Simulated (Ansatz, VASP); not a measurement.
## Two plane-wave programs on As

```
As
1.0
     1.87991    1.08537    3.32883
    -1.87991    1.08537    3.32883
     0.00000   -2.17073    3.32883
As
2
Direct
  0.23055 0.23055 0.23055
  0.76945 0.76945 0.76945
```

Alike in both runs: functional LDA; k mesh 15 × 15 × 15; occupations gaussian, width 0.1 eV; no spin polarisation.

Ansatz relaxed the structure, and its values are those at the end. VASP's run is a single point on that final structure, the one shown.

|  | VASP | Ansatz |
| --- | --- | --- |
| version | VASP 6.6.1 | Ansatz 0.2.0 |
| potentials or method | VASP PAW LDA potentials, release 64 (As), cutoff 520 eV | scalar-relativistic, plane waves, PAW |
| valence electrons in the cell | 10 | 30 |

Ansatz gave:

| Quantity | Value |
| --- | --- |
| gap on the k mesh at the Fermi level (eV) | none |
| pressure (GPa) | 0.0 |
| rms of the force components (eV/Å) | 0.000 |

Question: What did VASP give for the same quantities?

Answer: gap on the k mesh at the Fermi level (eV): none; pressure (GPa): 0.4; rms of the force components (eV/Å): 0.037.

Ansatz warns that its potentials were made for another functional, while VASP's fit it. LDA's correlation is that of Perdew and Zunger in VASP and of Perdew and Wang (1992) in Ansatz. A gap of «none» marks a metal or a gap that the smearing closes. VASP's potentials hold 10 valence electrons a cell and Ansatz's 30, so a difference there can come from the potentials and not from the codes.
